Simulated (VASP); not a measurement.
# Ti (P6/mmm) in VASP: further runs

The runs below take Ti through single point, with PBEsol.

Everything below comes from runs of VASP 6.6.1. Logs are shortened: lines on timing, memory, paths and dates and some standing lists are left out, and cuts for length are marked.

### 1 The cell of the first run

The structure is hexagonal, space group P6/mmm (No. 191). The conventional cell has a = 4.238 Å, b = 4.238 Å, c = 2.647 Å, α = 90.00°, β = 90.00°, γ = 120.00°. Within 3.2 Å of Ti (site symmetry -6m2) lie 11 Ti at 2.45 to 2.78 Å. Within 3.5 Å of Ti (site symmetry 6/mmm) lie 14 Ti at 2.65 to 2.78 Å.

This isn't the form of Ti at room conditions, which is hcp.

### 2 Single point, PBEsol

Contents of INCAR:

```
SYSTEM = Ti
PREC = Accurate ; ENCUT = 520
EDIFF = 1E-7 ; ISMEAR = -1
SIGMA = 0.05 ; LREAL = .False.
LASPH = .True. ; NELM = 80
ALGO = Normal ; ISIF = 2
LWAVE = .False. ; LCHARG = .True.
GGA = PS ; LELF = .True.
LVHAR = .True. ; NBANDS = 25
```

Contents of KPOINTS:

```
regular mesh
0
Gamma
  7 7 9
  0 0 0
```

Contents of POSCAR:

```
Ti
1.0
    4.2377726628      0.0000000000      0.0000000000
   -2.1188863314      3.6700187814      0.0000000000
    0.0000000000      0.0000000000      2.6465294550
Ti
3
Direct
    0.6666666667      0.3333333333      0.5000000000
    0.3333333333      0.6666666667      0.5000000000
    0.0000000000      0.0000000000      0.0000000000
```

Potentials or basis: VASP PAW PBE potentials, release 64 (Ti_sv).

Command:

```console
cat potpaw_PBE.64/Ti_sv/POTCAR > POTCAR
mpirun -np 1 vasp_std > vasp.out
```

OUTCAR:

```text
SYSTEM = Ti
   PREC = Accurate
   ENCUT = 520
   EDIFF = 1E-7
   ISMEAR = -1
   LREAL = .False.
   LASPH = .True.
   NELM = 80
   ISIF = 2
   GGA = PS

 ion  position               nearest neighbor table
   1  0.667  0.333  0.500-   2 2.45   2 2.45   2 2.45   3 2.78   3 2.78   3 2.78   3 2.78   3 2.78
                             3 2.78
   2  0.333  0.667  0.500-   1 2.45   1 2.45   1 2.45   3 2.78   3 2.78   3 2.78   3 2.78   3 2.78
                             3 2.78
   3  0.000  0.000  0.000-   1 2.78   2 2.78   1 2.78   2 2.78   2 2.78   2 2.78   1 2.78   1 2.78
                             1 2.78   1 2.78   2 2.78   2 2.78

  LATTYP: Found a hexagonal cell.
 ALAT       =     4.2377726628
 C/A-ratio  =     0.6245095397

  Lattice vectors:

 A1 = (   4.2377726628,   0.0000000000,   0.0000000000)
 A2 = (  -2.1188863314,   3.6700187814,   0.0000000000)
 A3 = (   0.0000000000,   0.0000000000,   2.6465294550)

Analysis of symmetry for initial positions (statically):
=====================================================================
 Subroutine PRICEL returns:
 Original cell was already a primitive cell.

 Routine SETGRP: Setting up the symmetry group for a
 hexagonal supercell.

 Subroutine GETGRP returns: Found 24 space group operations
 (whereof 24 operations were pure point group operations)
 out of a pool of 24 trial point group operations.

The static configuration has the point symmetry D_6h.

Analysis of symmetry for dynamics (positions and initial velocities):
=====================================================================
 Subroutine PRICEL returns:
 Original cell was already a primitive cell.

 Routine SETGRP: Setting up the symmetry group for a
 hexagonal supercell.

 Subroutine GETGRP returns: Found 24 space group operations
 (whereof 24 operations were pure point group operations)
 out of a pool of 24 trial point group operations.

The dynamic configuration has the point symmetry D_6h.

 Subroutine INISYM returns: Found 24 space group operations
 (whereof 24 operations are pure point group operations),
 and found     1 'primitive' translations

----------------------------------------------------------------------------------------

                                     Primitive cell

  volume of cell :      41.1607

  direct lattice vectors                    reciprocal lattice vectors
     4.237772663  0.000000000  0.000000000     0.235973017  0.136239085  0.000000000
    -2.118886331  3.670018781  0.000000000     0.000000000  0.272478170  0.000000000
     0.000000000  0.000000000  2.646529455     0.000000000  0.000000000  0.377853342

  length of vectors
     4.237772663  4.237772663  2.646529455     0.272478170  0.272478170  0.377853342

  position of ions in fractional coordinates (direct lattice)
     0.666666667  0.333333333  0.500000000
     0.333333333  0.666666667  0.500000000
     0.000000000  0.000000000  0.000000000

  ion indices of the primitive-cell ions
   primitive index   ion index
                 1           1
                 2           2
                 3           3

----------------------------------------------------------------------------------------

 KPOINTS: regular mesh

Automatic generation of k-mesh.
 Grid dimensions read from file:
 generate k-points for:    7    7    9

 Generating k-lattice:

  Cartesian coordinates                     Fractional coordinates (reciprocal lattice)
     0.033710431  0.019462726  0.000000000     0.142857143  0.000000000  0.000000000
     0.000000000  0.038925453  0.000000000     0.000000000  0.142857143  0.000000000
     0.000000000  0.000000000  0.041983705     0.000000000  0.000000000  0.111111111

  Length of vectors
     0.038925453  0.038925453  0.041983705

  Shift w.r.t. Gamma in fractional coordinates (k-lattice)
     0.000000000  0.000000000  0.000000000

 Subroutine IBZKPT returns following result:
 ===========================================

 Found     40 irreducible k-points:

 Following reciprocal coordinates:
            Coordinates               Weight
  0.000000  0.000000  0.000000      1.000000
  0.142857 -0.000000  0.000000      6.000000
  0.285714  0.000000  0.000000      6.000000
  0.428571 -0.000000  0.000000      6.000000
  0.142857  0.142857  0.000000      6.000000
  0.285714  0.142857  0.000000     12.000000
[... 16 lines left out ...]
  0.428571  0.142857  0.222222     12.000000
  0.285714  0.285714  0.222222     12.000000
 [... further k-points ...]
   k-points           NKPTS =     40   k-points in BZ     NKDIM =     40   number of bands    NBANDS=     25
   number of dos      NEDOS =    301   number of ions     NIONS =      3
   total plane-waves  NPLWV =  20480
   dimension x,y,z NGX =    32 NGY =   32 NGZ =   20
   dimension x,y,z NGXF=    64 NGYF=   64 NGZF=   40
   ions per type =               3
   NGX,Y,Z   is equivalent  to a cutoff of  12.55, 12.55, 12.56 a.u.
   NGXF,Y,Z  is equivalent  to a cutoff of  25.11, 25.11, 25.13 a.u.
 SYSTEM =  Ti
   PREC   = accura    normal or accurate (medium, high low for compatibility)
   ISTART =      0    job   : 0-new  1-cont  2-samecut
   ICHARG =      2    charge: 1-file 2-atom 10-const
   ISPIN  =      1    spin polarized calculation?
   LNONCOLLINEAR =      F non collinear calculations
   LSORBIT =      F    spin-orbit coupling
   LASPH  =      T    aspherical Exc in radial PAW
   ENCUT  =  520.0 eV  38.22 Ry    6.18 a.u.   7.88  7.88  4.92*2*pi/ulx,y,z
   NELM   =     80;   NELMIN=  2; NELMDL= -5     # of ELM steps
   EDIFF  = 0.1E-06   stopping-criterion for ELM
   LREAL  =      F    real-space projection
   EDIFFG = 0.1E-05   stopping-criterion for IOM
   NSW    =      0    number of steps for IOM
   IBRION =     -1    ionic relax: 0-MD 1-quasi-New 2-CG
   NFREE  =      0    steps in history (QN), initial steepest desc. (CG)
   ISIF   =      2    stress and relaxation
   ISYM   =      2    0-nonsym 1-usesym 2-fastsym
   POTIM  = 0.5000    time-step for ionic-motion
   TEBEG  =    0.0;   TEEND  =   0.0 temperature during run
   PSTRESS=    0.0 pullay stress
   NELECT =      36.0000    total number of electrons
   NUPDOWN=      -1.0000    fix difference up-down
   EMIN   =  10.00;   EMAX   =-10.00  energy-range for DOS
   EFERMI =   0.00;   METHOD = LEGACY
   ISMEAR =    -1;   SIGMA  =   0.05  broadening in eV -4-tet -1-fermi 0-gaus
   EFERMI_NEDOS =   21; number of points for ismear=-14 and -15
   IALGO  =     38    algorithm
   IMIX   =      4    mixing-type and parameters
     AMIX     =   0.40;   BMIX     =  1.00
     AMIX_MAG =   1.60;   BMIX_MAG =  1.00
  volume/ion in A,a.u.               =      13.72        92.59
  Fermi-wavevector in a.u.,A,eV,Ry     =   1.565602  2.958559 33.349382  2.451110
  Thomas-Fermi vector in A             =   2.668054
   LORBIT       =      0    0 simple, 1 ext, 2 COOP (PROOUT), +10 PAW based schemes
   GGA     = PS    functional components
   LHFCALC =     F    Hartree Fock is set to
   AEXX    =    0.0000 exact exchange contribution
   IVDW    =     0    specifies the selected vdW correction
   LEPSILON=     F    determine dielectric tensor
   LRPA    =     F    only Hartree local field effects (RPA)
 non-spin polarized calculation
  energy-cutoff  :      520.00
  volume of cell :       41.16
 maximum number of plane-waves:      1125
 NGX is ok and might be reduce to    32
   NGX = 15   NGY = 15   NGZ =  9

 number of electron      35.9999992 magnetization

 Free energy of the ion-electron system (eV)
  ---------------------------------------------------
  ext. energy  EPLUGINS =         0.00000000
  ---------------------------------------------------
  free energy    TOTEN  =       -24.41453427 eV

  energy without entropy =      -24.38979215  energy(sigma->0) =      -24.40216321

 E-fermi :  10.8290     XC(G=0): -12.8115

 val. band max:       10.8258690791   @ k =   0.2857   0.1429   0.1111
 cond. band min:      10.8353973687   @ k =   0.4286   0.1429   0.3333
 fundamental gap:      0.0095282896
 Fermi energy:        10.8289856024

 k-point     1 :       0.0000    0.0000    0.0000
  band No.  band energies     occupation
      1     -45.4848      2.00000
      2     -45.1713      2.00000
      3     -44.8777      2.00000
      4     -22.0604      2.00000
      5     -22.0604      2.00000
      6     -21.9649      2.00000
[... 17 lines left out ...]
     24      13.0102      0.00000
     25      13.0646      0.00000

 k-point     2 :       0.1429   -0.0000    0.0000
  band No.  band energies     occupation
      1     -45.4665      2.00000
      2     -45.1727      2.00000
      3     -44.8962      2.00000
      4     -22.2179      2.00000
      5     -22.1660      2.00000
      6     -21.7966      2.00000
[... 17 lines left out ...]
     24      12.6293      0.00000
     25      13.6543      0.00000

 k-point     3 :       0.2857    0.0000    0.0000
  band No.  band energies     occupation
      1     -45.4220      2.00000
      2     -45.1714      2.00000
      3     -44.9455      2.00000
      4     -22.3702      2.00000
      5     -22.1575      2.00000
      6     -21.6174      2.00000
[... 17 lines left out ...]
     24      13.2355      0.00000
     25      14.2248      0.00000

 k-point     4 :       0.4286   -0.0000    0.0000
  band No.  band energies     occupation
      1     -45.3829      2.00000
      2     -45.1592      2.00000
      3     -44.9996      2.00000
      4     -22.4537      2.00000
      5     -21.9917      2.00000
      6     -21.7193      2.00000
[... 17 lines left out ...]
     24      13.5805      0.00000
     25      14.0383      0.00000

 k-point     5 :       0.1429    0.1429    0.0000
  band No.  band energies     occupation
      1     -45.4350      2.00000
      2     -45.1721      2.00000
      3     -44.9307      2.00000
      4     -22.2878      2.00000
      5     -22.2316      2.00000
      6     -21.6672      2.00000
[... 17 lines left out ...]
     24      13.0443      0.00000
     25      14.1457      0.00000

 k-point     6 :       0.2857    0.1429    0.0000
  band No.  band energies     occupation
      1     -45.3934      2.00000
      2     -45.1596      2.00000
      3     -44.9880      2.00000
      4     -22.3657      2.00000
      5     -22.1531      2.00000
      6     -21.6841      2.00000
[... 17 lines left out ...]
     24      13.6784      0.00000
     25      13.8340      0.00000
[... 393 lines left out ...]
 k-point    21 :       0.1429    0.1429    0.2222
  band No.  band energies     occupation
      1     -45.3637      2.00000
      2     -45.1427      2.00000
      3     -44.8830      2.00000
      4     -22.2035      2.00000
      5     -22.1068      2.00000
      6     -21.7431      2.00000
[... 17 lines left out ...]
     24      13.1082      0.00000
     25      14.2770      0.00000

 k-point    22 :       0.2857    0.1429    0.2222
  band No.  band energies     occupation
      1     -45.3349      2.00000
      2     -45.1172      2.00000
      3     -44.9398      2.00000
      4     -22.2701      2.00000
      5     -22.0736      2.00000
      6     -21.7998      2.00000
[... 17 lines left out ...]
     24      13.5926      0.00000
     25      13.9772      0.00000

 k-point    23 :       0.4286    0.1429    0.2222
  band No.  band energies     occupation
      1     -45.3231      2.00000
      2     -45.0908      2.00000
      3     -44.9791      2.00000
      4     -22.2951      2.00000
      5     -21.9638      2.00000
      6     -21.9377      2.00000
[... 17 lines left out ...]
     24      13.8889      0.00000
     25      14.0791      0.00000

 k-point    24 :       0.2857    0.2857    0.2222
  band No.  band energies     occupation
      1     -45.3220      2.00000
      2     -45.0722      2.00000
      3     -44.9991      2.00000
      4     -22.2544      2.00000
      5     -22.0302      2.00000
      6     -21.9253      2.00000
[... 17 lines left out ...]
     24      14.0974      0.00000
     25      14.2182      0.00000

 [... further k-points ...]

------------------------ aborting loop because EDIFF is reached ----------------------------------------

  FORCE on cell =-STRESS in cart. coord.  units (eV):
  Direction    XX          YY          ZZ          XY          YZ          ZX
  --------------------------------------------------------------------------------------
  -------------------------------------------------------------------------------------
  Total        7.5460929      7.5460929      7.5304321      0.0000000      0.0000000      0.0000000
  in kB      293.7311840    293.7311840    293.1215890      0.0000000      0.0000000      0.0000000
  external PRESSURE =     293.5279857 kB  Pullay stress =       0.0000000 kB

 VOLUME and BASIS-vectors are now :
 -----------------------------------------------------------------------------
  energy-cutoff  :      520.00
  volume of cell :       41.16
      direct lattice vectors                 reciprocal lattice vectors
     4.237772663  0.000000000  0.000000000     0.235973017  0.136239085  0.000000000
    -2.118886331  3.670018781  0.000000000     0.000000000  0.272478170  0.000000000
     0.000000000  0.000000000  2.646529455     0.000000000  0.000000000  0.377853342

 POSITION                                       TOTAL-FORCE (eV/Angst)
 -----------------------------------------------------------------------------------
      2.11889      1.22334      1.32326        -0.000000     -0.000000      0.000000
     -0.00000      2.44668      1.32326         0.000000      0.000000     -0.000000
      0.00000      0.00000      0.00000         0.000000      0.000000      0.000000
 -----------------------------------------------------------------------------------
    total drift:                               -0.000000      0.000000      0.000000

  FREE ENERGIE OF THE ION-ELECTRON SYSTEM (eV)
  ---------------------------------------------------
  free  energy   TOTEN  =       -24.4145342681 eV

  energy  without entropy=      -24.3897921532  energy(sigma->0) =      -24.40216321
```

Run time: 21 s. Hardware: 1 thread of Intel Xeon 6975P-C (Granite Rapids), shared host; peak memory 0.17 GiB.

Results:

```yaml
Free_energy: -24.4145 eV
Pressure: 29.4 GPa
Band_gap_on_the_k_mesh: zero (bands 18 and 19 overlap by 0.48 eV)
```

Caveat: the cell stands under pressure; the PAW data sets were made with another functional, which shifts forces and pressure a little.

### 3 Single point, PBEsol

This run uses another cell than the first one, of 14.43 Å³/atom.

Contents of INCAR:

```
SYSTEM = Ti
PREC = Accurate ; ENCUT = 520
EDIFF = 1E-7 ; ISMEAR = -1
SIGMA = 0.05 ; LREAL = .FALSE.
LASPH = .TRUE. ; NELM = 100
ALGO = Normal ; ISIF = 2
LWAVE = .FALSE. ; LCHARG = .TRUE.
GGA = PS ; LELF = .TRUE.
LVHAR = .TRUE. ; NBANDS = 25
```

Contents of KPOINTS:

```
regular mesh
0
G
  7 7 9
  0 0 0
```

Contents of POSCAR:

```
Ti
1.0
    4.3126970062      0.0000000000      0.0000000000
   -2.1563485031      3.7349051662      0.0000000000
    0.0000000000      0.0000000000      2.6869220103
Ti
3
Direct
    0.6666666667      0.3333333333      0.5000000000
    0.3333333333      0.6666666667      0.5000000000
    0.0000000000      0.0000000000      0.0000000000
```

Potentials or basis: VASP PAW PBE potentials, release 64 (Ti_sv).

Command:

```console
cat potpaw_PBE.64/Ti_sv/POTCAR > POTCAR
mpirun -np 1 vasp_std > vasp.out
```

Wall time 20 s (1 thread of Intel Xeon 6975P-C (Granite Rapids), shared host); peak memory 0.17 GiB.

Results (log left out):

```
Free energy            : -24.7364 eV
Pressure               : 19.5 GPa
Band gap on the k mesh : zero (bands 18 and 19 overlap by 0.43 eV)
```

Levels at points of the mesh, in eV from the Fermi level:
```tsv
k point	band 14	band 15	band 16	band 17	band 18	band 19	band 20	band 21	band 22	band 23
(0.00, 0.00, 0.00)	-2.49	-0.72	-0.72	-0.63	-0.63	0.02	0.80	1.49	1.49	2.09
```

Caveat: the cell stands under pressure; the PAW data sets were made with another functional, which shifts forces and pressure a little.

(Continued in part 2 of 2.)

The gap in the log of VASP goes by the Fermi energy; the results here count the filled bands.